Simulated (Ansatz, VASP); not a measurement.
**InAs3: VASP beside Ansatz**

File INCAR:

```
SYSTEM = InAs3
PREC = Accurate ; ENCUT = 500
EDIFF = 1E-6 ; ISMEAR = 0
SIGMA = 0.1 ; LREAL = .False.
LASPH = .True. ; NELM = 120
ALGO = Normal ; ISIF = 2
LWAVE = .False. ; LCHARG = .False.
GGA = PE ; NBANDS = 22
GGA_COMPAT = .False.
```

File KPOINTS:

```
regular mesh
0
Gamma
  6 6 6
  0 0 0
```

File POSCAR:

```
InAs3
1.0
   -2.1352579561      2.1352579561      4.7696671227
    2.1352579561     -2.1352579561      4.7696671227
    2.1352579561      2.1352579561     -4.7696671227
In As
1 3
Direct
    0.0000000000      0.0000000000      0.0000000000
    0.5000000000      0.5000000000      0.0000000000
    0.2500000000      0.7500000000      0.5000000000
    0.7500000000      0.2500000000      0.5000000000
```

Input for Ansatz:

```yaml
crystal:
  lattice:
    - [-2.1352579561, 2.1352579561, 4.7696671227]
    - [2.1352579561, -2.1352579561, 4.7696671227]
    - [2.1352579561, 2.1352579561, -4.7696671227]
  atoms:
    - { symbol: In, position: [0.0, 0.0, 0.0] }
    - { symbol: As, position: [0.5, 0.5, 0.0] }
    - { symbol: As, position: [0.25, 0.75, 0.5] }
    - { symbol: As, position: [0.75, 0.25, 0.5] }
basis:
  ecutwfc: 420
kpoints:
  mp_grid: { grid: [6, 6, 6] }
hamiltonian:
  xc: pbe
scf:
  occupations: { method: gaussian, width: 0.1 }
  lower_state_search: "off"
output:
  forces: true
  stress: true
  eigenvalues: true
```

Alike in both runs: task single point; functional PBE; k mesh 6 × 6 × 6; occupations gaussian, width 0.1 eV; no spin polarisation.

```csv
,VASP,Ansatz
version,VASP 6.6.1,Ansatz 0.2.0
potentials or method,"VASP PAW PBE potentials, release 64 (In_d, As), cutoff 500 eV","scalar-relativistic, plane waves, PAW"
valence electrons in the cell,28,58
```

```tsv
	VASP	Ansatz	Ansatz less VASP
gap on the k mesh at the Fermi level (eV)	none	none	-
pressure (GPa)	-1.4	-1.5	-0.01
traceless stress, the component that is largest in VASP (GPa)	0.83	0.84	+0.016
```

A gap of «none» marks a metal or a gap that the smearing closes. VASP's potentials hold 28 valence electrons a cell and Ansatz's 58, so a difference there can come from the potentials and not from the codes.
